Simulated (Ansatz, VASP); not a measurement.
## One calculation of TiTe2, two programs

```xyz
3
Lattice="4.1585 0.0000 0.1844 0.0000 6.2988 0.0000 -0.1580 0.0000 3.4874" Properties=species:S:1:pos:R:3 pbc="T T T"
Ti    2.0003    0.0000    1.8359
Te    0.0000    3.1494    0.0000
Te    0.0000    0.0000    0.0000
```

Alike in both runs: functional PBE; k mesh 6 × 4 × 4; occupations gaussian, width 0.1 eV; no spin polarisation.

Ansatz relaxed the structure, and its values are those at the end. VASP's run is a single point on that final structure, the one shown.

|  | VASP | Ansatz |
| --- | --- | --- |
| version | VASP 6.6.1 | Ansatz 0.2.0 |
| potentials or method | VASP PAW PBE potentials, release 64 (Ti_sv, Te), cutoff 520 eV | scalar-relativistic, plane waves, PAW |
| valence electrons in the cell | 24 | 44 |

```tsv
	VASP	Ansatz	Ansatz less VASP
gap on the k mesh at the Fermi level (eV)	none	none	-
pressure (GPa)	0.1	0.1	-0.01
```

A gap of «none» marks a metal or a gap that the smearing closes. With one functional, cell and mesh, what is left measures potentials, basis and numerics. VASP's potentials hold 24 valence electrons a cell and Ansatz's 44, so a difference there can come from the potentials and not from the codes.

The k mesh is coarse, so the values compare programs but aren't converged. Neither program's run includes spin-orbit coupling.
